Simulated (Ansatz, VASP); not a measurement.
# PtS2: VASP beside Ansatz

```
Pt S
1.0
     3.58300    0.00000    0.00000
    -1.79150    3.10297    0.00000
     0.00000    0.00000    4.66933
Pt S
1 2
Cartesian
  0.0000 0.0000 0.0000
  0.0000 2.0686 1.2063
  1.7915 1.0343 3.4630
```

Alike in both runs: functional PBE; dispersion D3(BJ); k mesh 12 × 12 × 8; occupations gaussian, width 0.01 eV; no spin polarisation.

Ansatz relaxed the structure, and its values are those at the end. VASP's run is a single point on that final structure, the one shown.

|  | VASP | Ansatz |
| --- | --- | --- |
| version | VASP 6.6.1 | Ansatz 0.2.0 |
| potentials or method | VASP PAW PBE potentials, release 64 (Pt, S), cutoff 520 eV | scalar-relativistic, all-electron LAPW |

Ansatz gave:

- gap on the k mesh at the Fermi level (eV): 0.08
- least direct gap on the mesh (eV): 0.69
- pressure (GPa): 0.0
- rms of the force components (eV/Å): 0.000

Question: Which values does VASP return?

Answer: gap on the k mesh at the Fermi level (eV): 0.08; least direct gap on the mesh (eV): 0.69; pressure (GPa): -0.5; rms of the force components (eV/Å): 0.018.

Ansatz ran all-electron here, and VASP with PAW potentials.

Neither program's run includes spin-orbit coupling.
